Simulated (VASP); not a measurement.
# HfB2: electric field gradients with PBE

Crystal: HfB2.

```
Hf B
1.0
     3.14000    0.00000    0.00000
    -1.57000    2.71932    0.00000
     0.00000    0.00000    3.48000
Hf B
1 2
Direct
  0.00000 0.00000 0.00000
  0.33333 0.66667 0.50000
  0.66667 0.33333 0.50000
```

| Quantity | Value |
| --- | --- |
| Program | VASP 6.6.1 |
| Task | electric field gradients |
| Functional | PBE |
| Potentials or basis | VASP PAW PBE potentials, release 64 (Hf_pv, B) |
| Cutoff | 520 eV |
| k mesh | 16 × 16 × 13 |
| Occupations | fermi-dirac, width 0.05 eV |
| Spin | no spin polarisation |
| Dipole correction | no |
| Further INCAR settings | ALGO = Normal; EDIFF = 1e-08; NBANDS = 15 |

| Quantity | Value |
| --- | --- |
| Pressure | 1.0 GPa |
| Band gap on the k mesh | zero (band 8 reaches 8.49 eV, above the bottom of band 9 at 7.24 eV) |

Levels at points of the mesh, in eV from the Fermi level:
```csv
k point,band 4,band 5,band 6,band 7,band 8,band 9,band 10,band 11,band 12,band 13
"(0.00, 0.00, 0.00)",-13.83,-3.08,-2.98,-2.98,-2.86,3.95,3.95,4.58,4.58,4.91
"(0.50, 0.00, 0.00)",-9.86,-9.13,-4.21,-3.52,-2.94,2.03,2.65,5.50,5.65,6.23
```

Electric field gradients, principal values (V/Å²):
```tsv
atom	least	middle	greatest (by size)
1 Hf	-38.775	-38.775	77.551
2 B	-0.829	-0.829	1.658
3 B	-0.829	-0.829	1.658
```

Run time: 37 s on 1 thread of Intel(R) Xeon(R) Platinum 8488C (Sapphire Rapids), on a shared host, peak memory 0.22 GiB.

Caveat: without QUAD_EFG the Cq values of the log hold for a quadrupole moment of 1 mb, not for the nuclei; spin-orbit coupling is left out, which moves the levels of the heavy elements.
